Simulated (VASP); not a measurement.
Here is a VASP 6.6.1 calculation.

INCAR

```
PREC = Accurate
ENCUT = 520
EDIFF = 1E-6
ISMEAR = 0
SIGMA = 0.1
LREAL = False
LASPH = True
NELM = 60
ALGO = Fast
ISIF = 2
LWAVE = False
LCHARG = True
GGA = PE
LELF = True
LVHAR = True
NBANDS = 14
```

Contents of KPOINTS:

```
regular mesh
0
Gamma
  16 16 16
```

File POSCAR:

```
Bi
1.0
   -1.9087128159      1.9087128159      1.9087128159
    1.9087128159     -1.9087128159      1.9087128159
    1.9087128159      1.9087128159     -1.9087128159
Bi
1
Direct
    0.0000000000      0.0000000000      0.0000000000
```

Potentials or basis: VASP PAW PBE potentials, release 64 (Bi_d).

Launch:

```console
$ cat potpaw_PBE.64/Bi_d/POTCAR > POTCAR
$ mpirun -np 1 vasp_std > vasp.out
```

(1) What does it give for the pressure?

Results:

(1) 8.7 GPa.
